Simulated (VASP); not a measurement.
Wanted: the native input for a VASP 6.6.1 run.

| Quantity | Value |
| --- | --- |
| Task | relaxation of cell and atoms |
| Functional | PBE |
| Potentials or basis | VASP PAW PBE potentials, release 64 (Cd, Se) |
| Cutoff | 600 eV |
| k mesh | 13 × 13 × 13 |
| Occupations | fermi-dirac, width 0.05 eV |
| Spin | no spin polarisation |
| Dipole correction | no |
| Further INCAR settings | ALGO = Normal; EDIFF = 1e-07; IBRION = 2; EDIFFG = -0.005; NSW = 60; ISIF = 3 |

The structure of CdSe (rocksalt type) lies in POSCAR:

```
CdSe
1.0
    0.0000000000      2.6892810254      2.6892810254
    2.6892810254      0.0000000000      2.6892810254
    2.6892810254      2.6892810254      0.0000000000
Cd Se
1 1
Direct
    0.0000000000      0.0000000000      0.0000000000
    0.5000000000      0.5000000000      0.5000000000
```

These files were run (other wordings do the same):

INCAR

```
PREC = Accurate
ENCUT = 600
EDIFF = 1E-7
ISMEAR = -1
SIGMA = 0.05
LREAL = False
LASPH = True
NELM = 80
ALGO = Normal
ISIF = 3
LWAVE = False
LCHARG = False
GGA = PE
IBRION = 2
NSW = 60
EDIFFG = -0.005
```

KPOINTS

```
regular mesh
0
Gamma
  13 13 13
```

Potentials or basis: VASP PAW PBE potentials, release 64 (Cd, Se).

Run with:

```sh
$ cat potpaw_PBE.64/Cd/POTCAR potpaw_PBE.64/Se/POTCAR > POTCAR
$ mpirun -np 1 vasp_std > vasp.out
```

Results of the run:

- Relaxed volume: 23.73 Å³/atom
- Relaxed cell: a = 4.064 Å, b = 4.064 Å, c = 4.064 Å, α = 60.00°, β = 60.00°, γ = 60.00°
- Space group after relaxing (to 0.1 Å): Fm-3m (No. 225)
- Energy gained by relaxing: 212.6 meV/atom
- Ionic steps: 5
- Pressure after relaxing: 0.0 GPa
- Band gap on the k mesh: zero (bands 9 and 10 overlap by 0.36 eV)

Caveat: the volume moved by over 15 % at a fixed basis, so the end points are rough; semilocal functionals underestimate gaps, and a narrow one can read as zero.

Run time: 2.6 min on 1 thread of AMD EPYC 7R13 Processor (Zen 3), on a shared host, peak memory 0.19 GiB.
